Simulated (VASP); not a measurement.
Wanted: the native input for a VASP 6.6.1 run.

```
Task                   : single point
Functional             : LDA
Potentials or basis    : VASP PAW LDA potentials, release 64 (Cd, H, O)
Cutoff                 : 520 eV
k mesh                 : 12 × 12 × 6
Occupations            : gaussian, width 0.01 eV
Spin                   : no spin polarisation
Dipole correction      : no
Further INCAR settings : ALGO = Normal; EDIFF = 1e-07; NBANDS = 21
```

The structure of CdH2O2 lies in POSCAR:

```
CdH2O2
1.0
    3.5019706953      0.0000000000      0.0000000000
   -1.7509853477      3.0327955854      0.0000000000
    0.0000000000      0.0000000000      4.5691751487
Cd H O
1 2 2
Direct
    0.0000000000      0.0000000000      0.0000000000
    0.6666666667      0.3333333333      0.5468707618
    0.3333333333      0.6666666667      0.4531292382
    0.6666666667      0.3333333333      0.7582064997
    0.3333333333      0.6666666667      0.2417935003
```

One way to write it, as run:

INCAR

```
SYSTEM = CdH2O2
PREC = Accurate ; ENCUT = 520
EDIFF = 1E-7 ; ISMEAR = 0
SIGMA = 0.01 ; LREAL = .False.
LASPH = .True. ; NELM = 100
ALGO = Normal ; ISIF = 2
LWAVE = .False. ; LCHARG = .False.
NBANDS = 21
```

KPOINTS

```
regular mesh
0
Gamma
  12 12 6
  0 0 0
```

Potentials or basis: VASP PAW LDA potentials, release 64 (Cd, H, O).

The run is started by

```sh
$ cat potpaw_LDA.64/Cd/POTCAR potpaw_LDA.64/H/POTCAR potpaw_LDA.64/O/POTCAR > POTCAR
$ mpirun -np 1 vasp_std > vasp.out
```

It gave:

The pressure is -1.5 GPa. The largest force is 0.997 eV/Å and the band gap on the k mesh is 1.58 eV (least direct gap 1.96 eV).

Caveat: the stress differs along the axes, from -4 to 3 GPa.

Wall time 55 s on 1 thread of AMD EPYC 9R45 96-Core Processor (Zen 5) (shared host), peak memory 0.19 GiB.
